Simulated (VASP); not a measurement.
**WC (Qusongite): single point with PBE**

WC (Qusongite):

```
W C
1.0
     2.90650    0.00000    0.00000
    -1.45325    2.51710    0.00000
     0.00000    0.00000    2.69477
W C
1 1
Direct
  0.00000 0.00000 0.00000
  0.66667 0.33333 0.50000
```

| Item | Value |
| --- | --- |
| Program | VASP 6.6.1 |
| Task | single point |
| Functional | PBE |
| Potentials or basis | VASP PAW PBE potentials, release 64 (W_sv, C) |
| Cutoff | 520 eV |
| k mesh | 14 × 14 × 12 |
| Occupations | methfessel-paxton, width 0.1 eV |
| Spin | no spin polarisation |
| Dipole correction | no |
| Further INCAR settings | ALGO = Normal; EDIFF = 1e-07; NBANDS = 16 |

```json
{
  "Pressure": "33.7 GPa",
  "Band gap on the k mesh": "zero (band 9 reaches 12.48 eV, above the bottom of band 10 at 11.24 eV)"
}
```

Stress tensor (GPa, compression positive):
```
18.33  0.00  0.00
 0.00 18.33  0.00
 0.00  0.00 64.46
```

Levels at points of the mesh, in eV from the Fermi level:
```tsv
k point	band 5	band 6	band 7	band 8	band 9	band 10	band 11	band 12	band 13	band 14
(0.00, 0.00, 0.00)	-14.90	-4.62	-3.96	-3.96	0.61	3.61	3.61	6.12	6.12	6.19
(0.50, 0.00, 0.00)	-11.57	-7.38	-3.88	-3.23	-0.86	2.76	4.48	4.61	7.46	10.57
(0.00, 0.00, 0.50)	-10.26	-8.93	-2.69	-2.69	-0.62	-0.62	4.34	4.34	4.78	10.58
(0.50, 0.00, 0.50)	-11.72	-6.79	-5.00	-4.17	0.46	4.44	5.97	7.07	9.64	11.24
```

Run time: 58 s on 1 thread of AMD EPYC 7R43 64-Core Processor (Zen 3) (shared host), peak memory 0.14 GiB.

Caveat: spin-orbit coupling is left out, which moves the levels of the heavy elements.
